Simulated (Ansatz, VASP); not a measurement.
Two plane-wave programs on Rh

```
Rh
1.0
     2.67567    0.00000    0.00000
    -1.33783    2.31720    0.00000
     0.00000    0.00000    8.72642
Rh
4
Cartesian
  0.0000 0.0000 0.0000
  0.0000 1.5448 2.1816
  0.0000 0.0000 4.3632
  1.3378 0.7724 6.5448
```

Alike in both runs: functional PBEsol; k mesh 21 × 21 × 6; occupations gaussian, width 0.1 eV; no spin polarisation.

Ansatz relaxed the structure, and its values are those at the end. VASP's run is a single point on that final structure, the one shown.

|  | VASP | Ansatz |
| --- | --- | --- |
| version | VASP 6.6.1 | Ansatz 0.2.0 |
| potentials or method | VASP PAW PBE potentials, release 64 (Rh_pv), cutoff 520 eV | scalar-relativistic, plane waves, PAW |
| valence electrons in the cell | 60 | 68 |

Ansatz gave:

| Property | Result |
| --- | --- |
| gap on the k mesh at the Fermi level (eV) | none |
| pressure (GPa) | 0.0 |

**Question.** Which values does VASP return?

**Answer.** gap on the k mesh at the Fermi level (eV): none; pressure (GPa): -0.1.

VASP's potentials were made for PBE, not for PBEsol. A gap of «none» marks a metal or a gap that the smearing closes. VASP's potentials hold 60 valence electrons a cell and Ansatz's 68, so a difference there can come from the potentials and not from the codes.
